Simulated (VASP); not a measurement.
## MgH20Cl2O10: single point with PBE

System: MgH20Cl2O10.

```
O H Mg Cl
1.0
     7.80683    0.00000    0.00000
     0.00000    7.80683    0.00000
     0.00000    0.00000    7.80683
O H Mg Cl
10 20 1 2
Direct
  0.32603 0.22257 0.70556
  0.77585 0.80609 0.03890
  0.51428 0.29693 0.33604
  0.97206 0.39752 0.93650
  0.68685 0.17954 0.09750
  0.14302 0.36249 0.40575
  0.40839 0.80611 0.31967
  0.28617 0.62808 0.72900
  0.77790 0.68564 0.66291
  0.93540 0.71794 0.34515
  0.22040 0.25333 0.63566
  0.30136 0.14022 0.79620
  0.82788 0.82906 0.93510
  0.65686 0.76320 0.01446
  0.38632 0.30184 0.30259
  0.57985 0.24953 0.24239
  0.97649 0.28706 0.87352
  0.91753 0.48382 0.85736
  0.78354 0.25455 0.06780
  0.72378 0.06489 0.07803
  0.05767 0.28639 0.34743
  0.07034 0.47248 0.42281
  0.35164 0.70537 0.35001
  0.35811 0.85753 0.21324
  0.26549 0.73440 0.79123
  0.23846 0.53921 0.79849
  0.81854 0.67082 0.54347
  0.66793 0.72288 0.64157
  0.05023 0.76691 0.32726
  0.85779 0.74038 0.24564
  0.53329 0.22924 0.56971
  0.21473 0.98842 0.99367
  0.80834 0.14719 0.66594
```

```
Program                : VASP 6.6.1
Task                   : single point
Functional             : PBE
Potentials or basis    : VASP PAW PBE potentials, release 64 (O, H, Mg, Cl)
Cutoff                 : 520 eV
k mesh                 : 1 × 1 × 1
Occupations            : fermi-dirac, width 0.05 eV
Spin                   : no spin polarisation
Dipole correction      : no
Further INCAR settings : LREAL = Auto; ALGO = Normal; EDIFF = 1e-06; NBANDS = 70
```

| Quantity | Value |
| --- | --- |
| Pressure | -0.6 GPa |
| Largest force | 4.154 eV/Å |
| Band gap on the k mesh | 3.46 eV |

Forces on the atoms (eV/Å):
```
O   -0.496  1.326 -2.124
O   -2.942 -0.714  2.646
O   -3.721  1.110  1.476
O   -0.311  0.406 -0.584
O   -0.017  1.505  0.103
O   -1.877  0.853 -0.069
O    1.151  2.381 -0.883
O    0.570  0.429 -0.791
O    2.432 -1.401 -0.011
O    0.057 -0.448  0.143
H    0.891 -0.371  0.762
H   -0.734 -0.977  1.276
H    1.358  0.336 -2.801
H    1.402  0.499  0.140
H    1.807  0.154  0.273
H    1.227 -1.050 -1.881
H   -0.212  0.760  0.044
H    0.384 -1.087  0.653
H   -0.021  0.047 -0.251
H    0.353 -1.478 -0.136
H    0.852  0.538  0.476
H    1.242 -1.522 -0.362
H   -1.128 -1.718  0.294
H   -0.057 -0.500  0.517
H   -0.153  0.207  0.240
H   -0.429 -0.565  0.657
H    0.620  0.352  0.356
H   -3.026  1.030 -0.117
H   -0.903  0.080 -0.301
H    1.081  0.129  0.086
Mg   1.220 -0.354  0.785
Cl   0.205 -0.085 -0.125
Cl  -0.823  0.129 -0.494
```

Stress tensor (GPa, compression positive):
```
-1.81  0.44 -2.01
 0.44 -0.47  0.18
-2.01  0.18  0.36
```

Levels at points of the mesh, in eV from the valence-band top:
```csv
k point,band 44,band 45,band 46,band 47,band 48,band 49,band 50,band 51,band 52,band 53
"(0.00, 0.00, 0.00)",-0.73,-0.51,-0.32,-0.05,0.00,3.46,5.67,5.81,6.11,6.32
```

Wall time 77 s on 1 thread of Intel(R) Xeon(R) Platinum 8259CL CPU @ 2.50GHz (Skylake/Cascade Lake), on a shared host, peak memory 0.46 GiB.

Caveat: the k points lie up to 0.80 Å⁻¹ apart.
